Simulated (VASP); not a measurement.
A run of VASP 6.6.1 is set up as follows.

Contents of INCAR:

```
SYSTEM = Ga
PREC = Accurate ; ENCUT = 520
EDIFF = 1E-7 ; ISMEAR = -1
SIGMA = 0.05 ; LREAL = .FALSE.
LASPH = .TRUE. ; NELM = 100
ALGO = Normal ; ISIF = 2
LWAVE = .FALSE. ; LCHARG = .FALSE.
GGA = PS ; NBANDS = 34
```

Contents of KPOINTS:

```
regular mesh
0
G
  9 9 8
  0 0 0
```

The input POSCAR:

```
Ga
1.0
    2.3004570000     -3.8988480000      0.0000000000
    2.3004570000      3.8988480000      0.0000000000
    0.0000000000      0.0000000000      4.5167000000
Ga
4
Direct
    0.1525000000      0.8475000000      0.0785000000
    0.6525000000      0.3475000000      0.4215000000
    0.8475000000      0.1525000000      0.9215000000
    0.3475000000      0.6525000000      0.5785000000
```

Potentials or basis: VASP PAW PBE potentials, release 64 (Ga_d).

Command:

```sh
$ cat potpaw_PBE.64/Ga_d/POTCAR > POTCAR
$ mpirun -np 1 vasp_std > vasp.out
```

(1) What does it give for the largest force?

(2) What does it give for the pressure?

(3) Predict the band gap on the k mesh.

## Answers

(1) 0.366 eV/Å.

(2) -3.1 GPa.

(3) zero (bands 26 and 27 overlap by 1.31 eV).

Caveat: the cell differs from its parent crystal (equal xx and yy strain of +2 %); the cell stands under tension; the PAW data sets were made with another functional, which shifts forces and pressure a little.
